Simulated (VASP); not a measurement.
# Hf (Im-3m) in VASP: further runs

The runs below take Hf through single point, with LDA.

All numbers are computed with VASP 6.6.1; they aren't measurements. Logs are shortened: lines on timing, memory, paths and dates and some standing lists are left out, and cuts for length are marked.

## Step 1: The cell of the first run

It takes space group Im-3m (No. 229, cubic). Conventional cell: a = 2.538 Å, b = 2.538 Å, c = 2.538 Å, α = 90.00°, β = 90.00°, γ = 90.00°. Within 2.9 Å of Hf (site symmetry m-3m) lie 14 Hf at 2.20 to 2.54 Å.

## Step 2: Single point, LDA (volume scaled by 0.4)

Input file INCAR:

```
ALGO     = Normal         # electronic algorithm
EDIFF    = 1E-6           # SCF threshold, eV
ENCUT    = 520            # plane-wave cutoff, eV
GGA      = CA             # functional
ISIF     = 2              # what is computed and relaxed
ISMEAR   = -1             # smearing method
LASPH    = T              # aspherical terms in the spheres
LCHARG   = T              # write CHGCAR
LELF     = T              # ELF
LREAL    = F              # projectors in reciprocal space
LVHAR    = T            
LWAVE    = F              # write WAVECAR
NBANDS   = 11             # bands
NELM     = 60             # most SCF steps
PREC     = Accurate       # precision mode
SIGMA    = 0.08           # smearing width, eV
```

Input file KPOINTS:

```
k-points
0
Gamma
  17 17 17
```

Input file POSCAR:

```
Hf
1.0
   -1.2687822098      1.2687822098      1.2687822098
    1.2687822098     -1.2687822098      1.2687822098
    1.2687822098      1.2687822098     -1.2687822098
Hf
1
Direct
    0.0000000000      0.0000000000      0.0000000000
```

Potentials or basis: VASP PAW LDA potentials, release 64 (Hf_pv).

Run with:

```console
$ cat potpaw_LDA.64/Hf_pv/POTCAR > POTCAR
$ mpirun -np 1 vasp_std > vasp.out
```

OUTCAR:

```text
EDIFF = 1E-6
   ENCUT = 520
   GGA = CA
   ISIF = 2
   ISMEAR = -1
   LASPH = T
   LREAL = F
   NELM = 60
   PREC = Accurate

 ion  position               nearest neighbor table
   1  0.000  0.000  0.000-

  LATTYP: Found a body centered cubic cell.
 ALAT       =     2.5375644196

  Lattice vectors:

 A1 = (  -1.2687822098,   1.2687822098,   1.2687822098)
 A2 = (   1.2687822098,  -1.2687822098,   1.2687822098)
 A3 = (   1.2687822098,   1.2687822098,  -1.2687822098)

Analysis of symmetry for initial positions (statically):
=====================================================================
 Subroutine PRICEL returns:
 Original cell was already a primitive cell.

 Routine SETGRP: Setting up the symmetry group for a
 body centered cubic supercell.

 Subroutine GETGRP returns: Found 48 space group operations
 (whereof 48 operations were pure point group operations)
 out of a pool of 48 trial point group operations.

The static configuration has the point symmetry O_h .

Analysis of symmetry for dynamics (positions and initial velocities):
=====================================================================
 Subroutine PRICEL returns:
 Original cell was already a primitive cell.

 Routine SETGRP: Setting up the symmetry group for a
 body centered cubic supercell.

 Subroutine GETGRP returns: Found 48 space group operations
 (whereof 48 operations were pure point group operations)
 out of a pool of 48 trial point group operations.

The dynamic configuration has the point symmetry O_h .

 Subroutine INISYM returns: Found 48 space group operations
 (whereof 48 operations are pure point group operations),
 and found     1 'primitive' translations

----------------------------------------------------------------------------------------

                                     Primitive cell

  volume of cell :       8.1700

  direct lattice vectors                    reciprocal lattice vectors
    -1.268782210  1.268782210  1.268782210     0.000000000  0.394078665  0.394078665
     1.268782210 -1.268782210  1.268782210     0.394078665  0.000000000  0.394078665
     1.268782210  1.268782210 -1.268782210     0.394078665  0.394078665  0.000000000

  length of vectors
     2.197595251  2.197595251  2.197595251     0.557311393  0.557311393  0.557311393

  position of ions in fractional coordinates (direct lattice)
     0.000000000  0.000000000  0.000000000

  ion indices of the primitive-cell ions
   primitive index   ion index
                 1           1

----------------------------------------------------------------------------------------

 KPOINTS: k-points

Automatic generation of k-mesh.
 Grid dimensions read from file:
 generate k-points for:   17   17   17

 Generating k-lattice:

  Cartesian coordinates                     Fractional coordinates (reciprocal lattice)
     0.000000000  0.023181098  0.023181098     0.058823529  0.000000000  0.000000000
     0.023181098  0.000000000  0.023181098     0.000000000  0.058823529  0.000000000
     0.023181098  0.023181098  0.000000000     0.000000000  0.000000000  0.058823529

  Length of vectors
     0.032783023  0.032783023  0.032783023

  Shift w.r.t. Gamma in fractional coordinates (k-lattice)
     0.000000000  0.000000000  0.000000000

 Subroutine IBZKPT returns following result:
 ===========================================

 Found    165 irreducible k-points:

 Following reciprocal coordinates:
            Coordinates               Weight
  0.000000  0.000000  0.000000      1.000000
  0.058824  0.000000  0.000000     12.000000
  0.117647  0.000000  0.000000     12.000000
  0.176471  0.000000  0.000000     12.000000
  0.235294  0.000000  0.000000     12.000000
  0.294118  0.000000  0.000000     12.000000
[... 16 lines left out ...]
  0.411765  0.117647  0.000000     48.000000
  0.176471  0.176471  0.000000     24.000000
 [... further k-points ...]
   k-points           NKPTS =    165   k-points in BZ     NKDIM =    165   number of bands    NBANDS=     11
   number of dos      NEDOS =    301   number of ions     NIONS =      1
   total plane-waves  NPLWV =   4096
   dimension x,y,z NGX =    16 NGY =   16 NGZ =   16
   dimension x,y,z NGXF=    32 NGYF=   32 NGZF=   32
   ions per type =               1
   NGX,Y,Z   is equivalent  to a cutoff of  12.10, 12.10, 12.10 a.u.
   NGXF,Y,Z  is equivalent  to a cutoff of  24.21, 24.21, 24.21 a.u.
 SYSTEM =  unknown system
   PREC   = accura    normal or accurate (medium, high low for compatibility)
   ISTART =      0    job   : 0-new  1-cont  2-samecut
   ICHARG =      2    charge: 1-file 2-atom 10-const
   ISPIN  =      1    spin polarized calculation?
   LNONCOLLINEAR =      F non collinear calculations
   LSORBIT =      F    spin-orbit coupling
   LASPH  =      T    aspherical Exc in radial PAW
   ENCUT  =  520.0 eV  38.22 Ry    6.18 a.u.   4.09  4.09  4.09*2*pi/ulx,y,z
   NELM   =     60;   NELMIN=  2; NELMDL= -5     # of ELM steps
   EDIFF  = 0.1E-05   stopping-criterion for ELM
   LREAL  =      F    real-space projection
   EDIFFG = 0.1E-04   stopping-criterion for IOM
   NSW    =      0    number of steps for IOM
   IBRION =     -1    ionic relax: 0-MD 1-quasi-New 2-CG
   NFREE  =      0    steps in history (QN), initial steepest desc. (CG)
   ISIF   =      2    stress and relaxation
   ISYM   =      2    0-nonsym 1-usesym 2-fastsym
   POTIM  = 0.5000    time-step for ionic-motion
   TEBEG  =    0.0;   TEEND  =   0.0 temperature during run
   PSTRESS=    0.0 pullay stress
   NELECT =      10.0000    total number of electrons
   NUPDOWN=      -1.0000    fix difference up-down
   EMIN   =  10.00;   EMAX   =-10.00  energy-range for DOS
   EFERMI =   0.00;   METHOD = LEGACY
   ISMEAR =    -1;   SIGMA  =   0.08  broadening in eV -4-tet -1-fermi 0-gaus
   EFERMI_NEDOS =   21; number of points for ismear=-14 and -15
   IALGO  =     38    algorithm
   IMIX   =      4    mixing-type and parameters
     AMIX     =   0.40;   BMIX     =  1.00
     AMIX_MAG =   1.60;   BMIX_MAG =  1.00
  volume/ion in A,a.u.               =       8.17        55.13
  Fermi-wavevector in a.u.,A,eV,Ry     =   1.751195  3.309278 41.724751  3.066683
  Thomas-Fermi vector in A             =   2.821767
   LORBIT       =      0    0 simple, 1 ext, 2 COOP (PROOUT), +10 PAW based schemes
   GGA     = CA    functional components
   LHFCALC =     F    Hartree Fock is set to
   AEXX    =    0.0000 exact exchange contribution
   IVDW    =     0    specifies the selected vdW correction
   LEPSILON=     F    determine dielectric tensor
   LRPA    =     F    only Hartree local field effects (RPA)
 non-spin polarized calculation
  energy-cutoff  :      520.00
  volume of cell :        8.17
 maximum number of plane-waves:       236
   NGX =  9   NGY =  9   NGZ =  9

 number of electron      10.0000000 magnetization

 number of electron       9.9999998 magnetization

 Free energy of the ion-electron system (eV)
  ---------------------------------------------------
  ext. energy  EPLUGINS =         0.00000000
  ---------------------------------------------------
  free energy    TOTEN  =        -0.31613494 eV

  energy without entropy =       -0.30717715  energy(sigma->0) =       -0.31165604

 E-fermi :  14.5742     XC(G=0): -16.9087

 val. band max:       14.5579188298   @ k =  -0.1176   0.1176   0.0588
 cond. band min:      14.5797927750   @ k =   0.0588   0.0588   0.0000
 fundamental gap:      0.0218739452
 Fermi energy:        14.5741906888

 k-point     1 :       0.0000    0.0000    0.0000
  band No.  band energies     occupation
      1     -10.9942      2.00000
      2     -10.9942      2.00000
      3     -10.9942      2.00000
      4       8.9461      2.00000
      5      15.2932      0.00025
      6      15.2932      0.00025
      7      15.2932      0.00025
      8      22.1028      0.00000
      9      22.1028      0.00000
     10      28.9100      0.00000
     11      33.5232      0.00000

 k-point     2 :       0.0588    0.0000    0.0000
  band No.  band energies     occupation
      1     -11.5645      2.00000
      2     -11.1479      2.00000
      3     -11.0106      2.00000
      4       9.4752      2.00000
      5      14.9631      0.01536
      6      15.2655      0.00035
      7      15.7773      0.00000
      8      21.4311      0.00000
      9      22.0478      0.00000
     10      28.8974      0.00000
     11      34.0001      0.00000

 k-point     3 :       0.1176    0.0000    0.0000
  band No.  band energies     occupation
      1     -13.0560      2.00000
      2     -11.5680      2.00000
      3     -11.0579      2.00000
      4      10.5528      2.00000
      5      14.1081      1.99412
      6      15.2945      0.00025
      7      17.1831      0.00000
      8      20.4976      0.00000
      9      21.9604      0.00000
     10      28.8621      0.00000
     11      35.3120      0.00000

 k-point     4 :       0.1765    0.0000    0.0000
  band No.  band energies     occupation
      1     -15.0374      2.00000
      2     -12.1558      2.00000
      3     -11.1306      2.00000
      4      10.7220      2.00000
      5      12.9987      2.00000
      6      16.2121      0.00000
      7      19.3948      0.00000
      8      20.5056      0.00000
      9      21.9970      0.00000
     10      28.8090      0.00000
     11      37.1130      0.00000
[... 239 lines left out ...]
 k-point    22 :       0.3529    0.1176   -0.0000
  band No.  band energies     occupation
      1     -21.6166      2.00000
      2     -15.1371      2.00000
      3     -12.1240      2.00000
      4       7.6501      2.00000
      5      10.5944      2.00000
      6      20.7313      0.00000
      7      24.3517      0.00000
      8      27.8844      0.00000
      9      28.6181      0.00000
     10      33.8308      0.00000
     11      36.6382      0.00000

 k-point    23 :       0.4118    0.1176    0.0000
  band No.  band energies     occupation
      1     -22.1503      2.00000
      2     -15.3830      2.00000
      3     -12.1733      2.00000
      4       7.2669      2.00000
      5      10.3914      2.00000
      6      22.1983      0.00000
      7      23.6057      0.00000
      8      28.5124      0.00000
      9      29.7209      0.00000
     10      34.4168      0.00000
     11      37.0439      0.00000

 k-point    24 :       0.1765    0.1765    0.0000
  band No.  band energies     occupation
      1     -18.8651      2.00000
      2     -14.1132      2.00000
      3     -12.0536      2.00000
      4      10.0956      2.00000
      5      12.3318      2.00000
      6      16.8710      0.00000
      7      20.0753      0.00000
      8      25.6745      0.00000
      9      28.5288      0.00000
     10      28.8351      0.00000
     11      40.2458      0.00000

 [... further k-points ...]
[... 5 lines left out ...]
  --------------------------------------------------------------------------------------
  -------------------------------------------------------------------------------------
  Total       30.3767311     30.3767311     30.3767311      0.0000000     -0.0000000      0.0000000
  in kB     5957.0382204   5957.0382204   5957.0382204      0.0000000     -0.0000000      0.0000000
  external PRESSURE =    5957.0382204 kB  Pullay stress =       0.0000000 kB

 VOLUME and BASIS-vectors are now :
 -----------------------------------------------------------------------------
  energy-cutoff  :      520.00
  volume of cell :        8.17
      direct lattice vectors                 reciprocal lattice vectors
    -1.268782210  1.268782210  1.268782210     0.000000000  0.394078665  0.394078665
     1.268782210 -1.268782210  1.268782210     0.394078665  0.000000000  0.394078665
     1.268782210  1.268782210 -1.268782210     0.394078665  0.394078665  0.000000000

 POSITION                                       TOTAL-FORCE (eV/Angst)
 -----------------------------------------------------------------------------------
      0.00000      0.00000      0.00000        -0.000000      0.000000     -0.000000
 -----------------------------------------------------------------------------------
    total drift:                                0.000000     -0.000000     -0.000000

  FREE ENERGIE OF THE ION-ELECTRON SYSTEM (eV)
  ---------------------------------------------------
  free  energy   TOTEN  =        -0.3161349365 eV

  energy  without entropy=       -0.3071771464  energy(sigma->0) =       -0.31165604
```

Run time: 5 s. Hardware: 1 thread of Intel Xeon Platinum 8488C (Sapphire Rapids), shared host; peak memory 0.12 GiB.

What came out:

```yaml
Free_energy: -0.3161 eV
Pressure: 595.7 GPa
Band_gap_on_the_k_mesh: zero (band 5 reaches 18.06 eV, above the bottom of band 6 at 12.82 eV)
```

Caveat: spin-orbit coupling is left out, which moves the levels of the heavy elements.

## Step 3: Single point, LDA (volume scaled by 0.4)

Input file INCAR:

```
SYSTEM = Hf
PREC     = Accurate       ! precision mode
ENCUT    = 520            ! plane-wave cutoff, eV
EDIFF    = 1E-6           ! SCF threshold, eV
ISMEAR   = -1             ! smearing method
SIGMA    = 0.08           ! smearing width, eV
LREAL    = .FALSE.        ! projectors in reciprocal space
LASPH    = .TRUE.         ! aspherical terms in the spheres
NELM     = 80             ! most SCF steps
ALGO     = Normal         ! electronic algorithm
ISIF     = 2              ! what is computed and relaxed
LWAVE    = .FALSE.        ! write WAVECAR
LCHARG   = .FALSE.        ! write CHGCAR
NBANDS   = 11             ! bands
```

Input file KPOINTS:

```
Automatic mesh
0
G
  17 17 17
  0 0 0
```

POSCAR is that of step 2.

Potentials or basis: VASP PAW LDA potentials, release 64 (Hf_pv).

Run with:

```console
$ cat potpaw_LDA.64/Hf_pv/POTCAR > POTCAR
$ mpirun -np 1 vasp_std > vasp.out
```

Wall time 4.8 s (1 thread of Intel Xeon Platinum 8488C (Sapphire Rapids), shared host); peak memory 0.12 GiB.

The run converged. Its results:

```yaml
Free_energy: -0.3161 eV
Pressure: 595.7 GPa
Band_gap_on_the_k_mesh: zero (band 5 reaches 18.06 eV, above the bottom of band 6 at 12.82 eV)
```

Levels at points of the mesh, in eV from the Fermi level:
| k point | band 1 | band 2 | band 3 | band 4 | band 5 | band 6 | band 7 | band 8 | band 9 | band 10 |
| --- | --- | --- | --- | --- | --- | --- | --- | --- | --- | --- |
| (0.00, 0.00, 0.00) | -25.57 | -25.57 | -25.57 | -5.63 | 0.72 | 0.72 | 0.72 | 7.53 | 7.53 | 14.34 |

Caveat: spin-orbit coupling is left out, which moves the levels of the heavy elements.
